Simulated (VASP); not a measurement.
# TaN in VASP: single point with PBE+D3(BJ)

Aim: the single point of TaN with PBE+D3(BJ).

All numbers are computed with VASP 6.6.1; they aren't measurements. Logs are shortened: lines on timing, memory, paths and dates and some standing lists are left out, and cuts for length are marked.

### Step 1. The cell of the first run

The cell holds a slab with vacuum, 24 atoms: a = 6.201 Å, b = 6.201 Å, c = 22.905 Å, α = 90.00°, β = 90.00°, γ = 90.00°.

### Step 2. Single point, PBE+D3(BJ)

Contents of INCAR:

```
SYSTEM = TaN
PREC = Accurate
ENCUT = 520
EDIFF = 1E-6
ISMEAR = 0
SIGMA = 0.1
LREAL = Auto
LASPH = .TRUE.
NELM = 80
ALGO = Normal
ISIF = 2
LWAVE = .FALSE.
LCHARG = .FALSE.
LDIPOL = .TRUE.
IDIPOL = 3
DIPOL = 0.5 0.5 0.444
GGA = PE
IVDW = 12
NBANDS = 114
```

Contents of KPOINTS:

```
regular mesh
0
G
  3 3 1
  0 0 0
```

Contents of POSCAR:

```
TaN
1.0
    6.2014901195      0.0000000000      0.0000000000
    0.0000000000      6.2014901195      0.0000000000
    0.0000000000      0.0000000000     22.9054157170
Ta N
12 12
Direct
    0.5000000000      0.5000000000      0.3492623796
    0.5000000000      0.0000000000      0.3492623796
    0.0000000000      0.5000000000      0.3492623796
    0.0000000000      0.0000000000      0.3492623796
    0.7542632035      0.7809402189      0.4440483371
    0.7541101847      0.2191997117      0.4441000698
    0.2576506439      0.7256279352      0.4459116672
    0.2577927166      0.2744174028      0.4459415381
   -0.0034404147      0.0000049434      0.5368009969
    0.0102420884      0.4999655760      0.5300623301
    0.5041206720     -0.0002335326      0.5596777273
    0.4964999059      0.4996693233      0.5357446217
    0.2500000000      0.2500000000      0.3492623796
    0.2500000000      0.7500000000      0.3492623796
    0.7500000000      0.2500000000      0.3492623796
    0.7500000000      0.7500000000      0.3492623796
    0.5383504290      0.5001828965      0.4402034015
    0.4794250818     -0.0000873674      0.4436973781
   -0.0238886044      0.4999198253      0.4394432858
    0.0370979220      0.0001693370      0.4394720503
    0.7510417453      0.7436299690      0.5408254321
    0.7511304599      0.2562080623      0.5409013058
    0.2553725038      0.7557290228      0.5428236205
    0.2552785889      0.2439266563      0.5428423222
```

Potentials or basis: VASP PAW PBE potentials, release 64 (Ta_pv, N).

Started as:

```bash
> cat potpaw_PBE.64/Ta_pv/POTCAR potpaw_PBE.64/N/POTCAR > POTCAR
> mpirun -np 1 vasp_std > vasp.out
```

OUTCAR:

```text
SYSTEM = TaN
   PREC = Accurate
   ENCUT = 520
   EDIFF = 1E-6
   ISMEAR = 0
   LREAL = Auto
   LASPH = .TRUE.
   NELM = 80
   ISIF = 2
   GGA = PE
   IVDW = 12
 IVDW          = 12

 ion  position               nearest neighbor table
   1  0.500  0.500  0.349-  17 2.10  14 2.19  15 2.19  16 2.19  13 2.19   8 3.02   7 3.02   3 3.10
                             2 3.10   2 3.10   3 3.10   6 3.20   5 3.20
   2  0.500  0.000  0.349-  18 2.17  14 2.19  15 2.19  16 2.19  13 2.19   5 3.01   6 3.01   4 3.10
                             1 3.10   1 3.10   4 3.10   7 3.17   8 3.17
   3  0.000  0.500  0.349-  19 2.07  14 2.19  15 2.19  16 2.19  13 2.19   7 3.07   8 3.07   4 3.10
                             1 3.10   4 3.10   1 3.10   5 3.17   6 3.17
   4  0.000  0.000  0.349-  20 2.08  14 2.19  15 2.19  16 2.19  13 2.19   5 2.98   6 2.98   3 3.10
                             2 3.10   3 3.10   2 3.10   7 3.22   8 3.22
   5  0.754  0.781  0.444-  18 2.18  16 2.18  17 2.20  20 2.22  19 2.22  21 2.23   6 2.72   9 2.94
                             4 2.98   2 3.01  10 3.07   7 3.10   7 3.14  12 3.16   3 3.17   1 3.20
   6  0.754  0.219  0.444-  18 2.18  15 2.18  17 2.20  20 2.22  19 2.22  22 2.23   5 2.72   9 2.94
                             4 2.98   2 3.01  10 3.07   8 3.10   8 3.14  12 3.16   3 3.17   1 3.20
   7  0.258  0.726  0.446-  18 2.19  20 2.19  14 2.22  23 2.23  17 2.24  19 2.24   8 2.80  10 2.83
                            12 2.90   1 3.02   3 3.07   5 3.10   9 3.14   5 3.14   2 3.17   4 3.22
   8  0.258  0.274  0.446-  20 2.19  18 2.19  13 2.22  24 2.23  17 2.24  19 2.24   7 2.80  10 2.83
                            12 2.89   1 3.02   3 3.07   6 3.10   9 3.14   6 3.14   2 3.17   4 3.22
   9  0.997  0.000  0.537-  22 2.20  21 2.20  24 2.21  23 2.21  20 2.24   5 2.94   6 2.94  11 3.10
[... 5 lines left out ...]
  12  0.496  0.500  0.536-  24 2.19  23 2.19  22 2.19  21 2.19  17 2.20   8 2.89   7 2.90  10 3.02
                            11 3.15  11 3.15   6 3.16   5 3.16  10 3.19
  13  0.250  0.250  0.349-   1 2.19   2 2.19   3 2.19   4 2.19   8 2.22
  14  0.250  0.750  0.349-   1 2.19   2 2.19   3 2.19   4 2.19   7 2.22
  15  0.750  0.250  0.349-   6 2.18   2 2.19   3 2.19   4 2.19   1 2.19
  16  0.750  0.750  0.349-   5 2.18   2 2.19   3 2.19   4 2.19   1 2.19
  17  0.538  0.500  0.440-   1 2.10   5 2.20   6 2.20  12 2.20   7 2.24   8 2.24
  18  0.479  1.000  0.444-   2 2.17   5 2.18   6 2.18   7 2.19   8 2.19  11 2.66
  19  0.976  0.500  0.439-   3 2.07  10 2.09   6 2.22   5 2.22   8 2.24   7 2.24
  20  0.037  0.000  0.439-   4 2.08   8 2.19   7 2.19   5 2.22   6 2.22   9 2.24
  21  0.751  0.744  0.541-  12 2.19   9 2.20  10 2.22   5 2.23  11 2.25
  22  0.751  0.256  0.541-  12 2.19   9 2.20  10 2.22   6 2.23  11 2.25
  23  0.255  0.756  0.543-  12 2.19  11 2.20   9 2.21  10 2.22   7 2.23
  24  0.255  0.244  0.543-  12 2.19  11 2.20   9 2.21  10 2.22   8 2.23

  LATTYP: Found a simple tetragonal cell.
 ALAT       =     6.2014901195
 C/A-ratio  =     3.6935341790

  Lattice vectors:

 A1 = (   6.2014901195,   0.0000000000,   0.0000000000)
 A2 = (   0.0000000000,   6.2014901195,   0.0000000000)
 A3 = (   0.0000000000,   0.0000000000,  22.9054157170)

Analysis of symmetry for initial positions (statically):
=====================================================================
 Subroutine PRICEL returns:
 Original cell was already a primitive cell.

 Routine SETGRP: Setting up the symmetry group for a
 simple tetragonal supercell.

 Subroutine GETGRP returns: Found  1 space group operations
 (whereof  1 operations were pure point group operations)
 out of a pool of 16 trial point group operations.

The static configuration has the point symmetry C_1 .

Analysis of symmetry for dynamics (positions and initial velocities):
=====================================================================
 Subroutine PRICEL returns:
 Original cell was already a primitive cell.

 Routine SETGRP: Setting up the symmetry group for a
 simple tetragonal supercell.

 Subroutine GETGRP returns: Found  1 space group operations
 (whereof  1 operations were pure point group operations)
 out of a pool of 16 trial point group operations.

The dynamic configuration has the point symmetry C_1 .

 Subroutine INISYM returns: Found  1 space group operations
 (whereof  1 operations are pure point group operations),
 and found     1 'primitive' translations

----------------------------------------------------------------------------------------

                                     Primitive cell

  volume of cell :     880.9075

  direct lattice vectors                    reciprocal lattice vectors
     6.201490119  0.000000000  0.000000000     0.161251567  0.000000000  0.000000000
     0.000000000  6.201490119  0.000000000     0.000000000  0.161251567  0.000000000
     0.000000000  0.000000000 22.905415717     0.000000000  0.000000000  0.043657797
[... 76 lines left out ...]
     0.000000000  0.000000000  0.000000000

 Subroutine IBZKPT returns following result:
 ===========================================

 Found      5 irreducible k-points:

 Following reciprocal coordinates:
            Coordinates               Weight
  0.000000  0.000000  0.000000      1.000000
  0.333333  0.000000  0.000000      2.000000
  0.000000  0.333333  0.000000      2.000000
  0.333333  0.333333  0.000000      2.000000
 -0.333333  0.333333  0.000000      2.000000
   k-points           NKPTS =      5   k-points in BZ     NKDIM =      5   number of bands    NBANDS=    114
   number of dos      NEDOS =    301   number of ions     NIONS =     24
   total plane-waves  NPLWV = 414720
   dimension x,y,z NGX =    48 NGY =   48 NGZ =  180
   dimension x,y,z NGXF=    96 NGYF=   96 NGZF=  360
   ions per type =              12  12
   NGX,Y,Z   is equivalent  to a cutoff of  12.87, 12.87, 13.06 a.u.
   NGXF,Y,Z  is equivalent  to a cutoff of  25.74, 25.74, 26.13 a.u.
 SYSTEM =  TaN
   PREC   = accura    normal or accurate (medium, high low for compatibility)
   ISTART =      0    job   : 0-new  1-cont  2-samecut
   ICHARG =      2    charge: 1-file 2-atom 10-const
   ISPIN  =      1    spin polarized calculation?
   LNONCOLLINEAR =      F non collinear calculations
   LSORBIT =      F    spin-orbit coupling
   LASPH  =      T    aspherical Exc in radial PAW
   ENCUT  =  520.0 eV  38.22 Ry    6.18 a.u.  11.53 11.53 42.59*2*pi/ulx,y,z
   NELM   =     80;   NELMIN=  2; NELMDL= -5     # of ELM steps
   EDIFF  = 0.1E-05   stopping-criterion for ELM
   LREAL  =      T    real-space projection
   EDIFFG = 0.1E-04   stopping-criterion for IOM
   NSW    =      0    number of steps for IOM
   IBRION =     -1    ionic relax: 0-MD 1-quasi-New 2-CG
   NFREE  =      0    steps in history (QN), initial steepest desc. (CG)
   ISIF   =      2    stress and relaxation
   ISYM   =      2    0-nonsym 1-usesym 2-fastsym
   POTIM  = 0.5000    time-step for ionic-motion
   TEBEG  =    0.0;   TEEND  =   0.0 temperature during run
   PSTRESS=    0.0 pullay stress
   NELECT =     192.0000    total number of electrons
   NUPDOWN=      -1.0000    fix difference up-down
   EMIN   =  10.00;   EMAX   =-10.00  energy-range for DOS
   EFERMI =   0.00;   METHOD = LEGACY
   ISMEAR =     0;   SIGMA  =   0.10  broadening in eV -4-tet -1-fermi 0-gaus
   EFERMI_NEDOS =   21; number of points for ismear=-14 and -15
   IALGO  =     38    algorithm
   IMIX   =      4    mixing-type and parameters
     AMIX     =   0.40;   BMIX     =  1.00
     AMIX_MAG =   1.60;   BMIX_MAG =  1.00
  volume/ion in A,a.u.               =      36.70       247.69
  Fermi-wavevector in a.u.,A,eV,Ry     =   0.985217  1.861790 13.206524  0.970652
  Thomas-Fermi vector in A             =   2.116507
   LORBIT       =      0    0 simple, 1 ext, 2 COOP (PROOUT), +10 PAW based schemes
   GGA     = PE    functional components
   LHFCALC =     F    Hartree Fock is set to
   AEXX    =    0.0000 exact exchange contribution
   IVDW    =    12    specifies the selected vdW correction
   LEPSILON=     F    determine dielectric tensor
   LRPA    =     F    only Hartree local field effects (RPA)
 non-spin polarized calculation
 Gauss-broadening in eV      SIGMA  =   0.10
  energy-cutoff  :      520.00
  volume of cell :      880.91
 maximum number of plane-waves:     23801
 NGX is ok and might be reduce to    48
   NGX = 23   NGY = 23   NGZ = 85

 dipolmoment           0.000000      0.000000     -0.116737 electrons x Angstroem

 number of electron     192.0000009 magnetization

 dipolmoment           0.000000      0.000000      0.098639 electrons x Angstroem

 Free energy of the ion-electron system (eV)
  ---------------------------------------------------
  ext. energy  EPLUGINS =         0.00000000
  ---------------------------------------------------
  free energy    TOTEN  =      -254.35204382 eV

  energy without entropy =     -254.26810989  energy(sigma->0) =     -254.31007685

 E-fermi :   0.2151     XC(G=0):  -4.8708

 val. band max:        0.1530701869   @ k =   0.3333   0.3333   0.0000
 cond. band min:       0.2254300686   @ k =   0.0000   0.3333   0.0000
 fundamental gap:      0.0723598817
 Fermi energy:         0.2150643163

 k-point     1 :       0.0000    0.0000    0.0000
  band No.  band energies     occupation
      1     -36.1453      2.00000
      2     -36.1401      2.00000
      3     -36.1164      2.00000
      4     -36.0662      2.00000
      5     -36.0520      2.00000
      6     -36.0371      2.00000
[... 544 lines left out ...]
    107       1.4549      0.00000
    108       1.5332      0.00000
 [bands above 108 left out]

------------------------ aborting loop because EDIFF is reached ----------------------------------------

 vacuum level on the upper side and lower side of the slab       (xc-potential included)         0.106        -0.355

 Edisp (eV)   -7.34295

 E8    (eV) :    -3.5135

  FORCE on cell =-STRESS in cart. coord.  units (eV):
  Direction    XX          YY          ZZ          XY          YZ          ZX
  --------------------------------------------------------------------------------------
  -------------------------------------------------------------------------------------
  Total     -24.96191   -29.63485     1.43311     0.10647     0.01473    -0.06757
  in kB     -45.40023   -53.89929     2.60652     0.19365     0.02679    -0.12289
  external pressure =      -32.23 kB  Pullay stress =        0.00 kB

 VOLUME and BASIS-vectors are now :
 -----------------------------------------------------------------------------
  energy-cutoff  :      520.00
  volume of cell :      880.91
      direct lattice vectors                 reciprocal lattice vectors
     6.201490119  0.000000000  0.000000000     0.161251567  0.000000000  0.000000000
     0.000000000  6.201490119  0.000000000     0.000000000  0.161251567  0.000000000
     0.000000000  0.000000000 22.905415717     0.000000000  0.000000000  0.043657797

 POSITION                                       TOTAL-FORCE (eV/Angst)
 -----------------------------------------------------------------------------------
      3.10075      3.10075      8.00000        -0.384394      0.002424      1.696213
      3.10075      0.00000      8.00000         0.190883     -0.002153      0.843896
      0.00000      3.10075      8.00000         0.391332      0.002823      2.217126
      0.00000      0.00000      8.00000        -0.156803     -0.007608      1.359831
      4.67756      4.84299     10.17111        -0.096095     -0.107703      0.052314
      4.67661      1.35936     10.17230        -0.095124      0.104137      0.055735
[... 16 lines left out ...]
      1.58369      4.68665     12.43360         0.184274      0.157762      1.250778
      1.58311      1.51271     12.43403         0.184427     -0.160551      1.255901
 -----------------------------------------------------------------------------------
    total drift:                               -0.003456     -0.000388     -0.003469

  FREE ENERGIE OF THE ION-ELECTRON SYSTEM (eV)
  ---------------------------------------------------
  free  energy   TOTEN  =      -261.6949922237 eV

  energy  without entropy=     -261.6110582940  energy(sigma->0) =     -261.65302526

 vacuum level on the upper side and lower side of the slab         3.910         3.444
```

Wall time 30 min (1 thread of Intel Xeon Platinum 8375C at 2.90GHz (Ice Lake), shared host); peak memory 0.96 GiB.

What came out:

```
Free energy                : -261.6950 eV
Largest force              : 2.517 eV/Å
Band gap on the k mesh     : zero (bands 96 and 97 overlap by 0.35 eV)
Dispersion energy per atom : -0.306 eV
```

Forces in eV/Å, atoms in the order of the input:
```
Ta  -0.384  0.002  1.696
Ta   0.191 -0.002  0.844
Ta   0.391  0.003  2.217
Ta  -0.157 -0.008  1.360
Ta  -0.096 -0.108  0.052
Ta  -0.095  0.104  0.056
Ta   0.129  0.201 -0.447
Ta   0.128 -0.202 -0.447
Ta  -0.294  0.003 -1.044
Ta  -0.099 -0.003  0.120
Ta   0.353  0.007 -2.492
Ta  -0.071 -0.003 -0.762
N    0.060 -0.061 -1.553
N    0.062  0.068 -1.560
N    0.045 -0.031 -1.855
N    0.039  0.026 -1.863
N   -0.029  0.001  0.520
N   -0.120  0.001 -0.055
N   -0.201  0.000 -0.079
N   -0.048  0.001  0.612
N   -0.087  0.365  1.085
N   -0.084 -0.362  1.087
N    0.184  0.158  1.251
N    0.184 -0.161  1.256
```

Caveat: spin-orbit coupling is left out, which moves the levels of the heavy elements.

The gap in the log of VASP goes by the Fermi energy; the results here count the filled bands.